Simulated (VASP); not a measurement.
Crystal: BN.

```xyz
4
Lattice="2.4982 0.0000 0.0000 -1.2491 2.1635 0.0000 0.0000 0.0000 6.6357" Properties=species:S:1:pos:R:3 pbc="T T T"
B     0.0000    1.4424    1.6589
B     1.2491    0.7212    4.9768
N     0.0000    1.4424    4.9768
N     1.2491    0.7212    1.6589
```

Base run:

| Property | Result |
| --- | --- |
| Program | VASP 6.6.1 |
| Functional | PBE |
| Potentials or basis | VASP PAW PBE potentials, release 64 (B, N) |
| Cutoff | 520 eV |
| k mesh | 14 × 14 × 5 |
| Occupations | fermi-dirac, width 0.02 eV |
| Spin | no spin polarisation |

Its results: band gap on the k mesh 4.26 eV, indirect (least direct gap 4.70 eV); pressure 5.1 GPa.

**Question.** The run is repeated on the same cell with these changes: functional from PBE to r2SCAN. What comes out?

**Answer.** Band gap on the k mesh 4.86 eV, indirect (least direct gap 5.32 eV); pressure 1.5 GPa.

r2SCAN gives the wider gap, since meta-GGAs in the generalised Kohn-Sham scheme recover part of the derivative discontinuity.

Caveats: this functional lacks dispersion, which binds the layers, so the pressure and a relaxed spacing across them are unreliable (some runs); the PAW data sets were made with another functional, which shifts forces and pressure a little (some runs).

A k mesh can miss the band edges.
